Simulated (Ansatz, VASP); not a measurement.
## One calculation of CuRu, two programs

```
Cu Ru
1.0
     0.00000    2.97674    2.97674
     2.97674    0.00000    2.97674
     2.97674    2.97674    0.00000
Cu Ru
2 2
Direct
  0.50000 0.50000 0.50000
  0.75000 0.75000 0.75000
  0.00000 0.00000 0.00000
  0.25000 0.25000 0.25000
```

Alike in both runs: functional PBE; k mesh 6 × 6 × 6; occupations gaussian, width 0.1 eV; no spin polarisation.

Ansatz relaxed the structure, and its values are those at the end. VASP's run is a single point on that final structure, the one shown.

|  | VASP | Ansatz |
| --- | --- | --- |
| version | VASP 6.6.1 | Ansatz 0.2.0 |
| potentials or method | VASP PAW PBE potentials, release 64 (Cu, Ru_pv), cutoff 520 eV | scalar-relativistic, plane waves, PAW |
| valence electrons in the cell | 50 | 70 |

```csv
,VASP,Ansatz,Ansatz less VASP
gap on the k mesh at the Fermi level (eV),none,none,-
pressure (GPa),-0.2,-0.3,-0.09
```

A gap of «none» marks a metal or a gap that the smearing closes. VASP's potentials hold 50 valence electrons a cell and Ansatz's 70, so a difference there can come from the potentials and not from the codes.
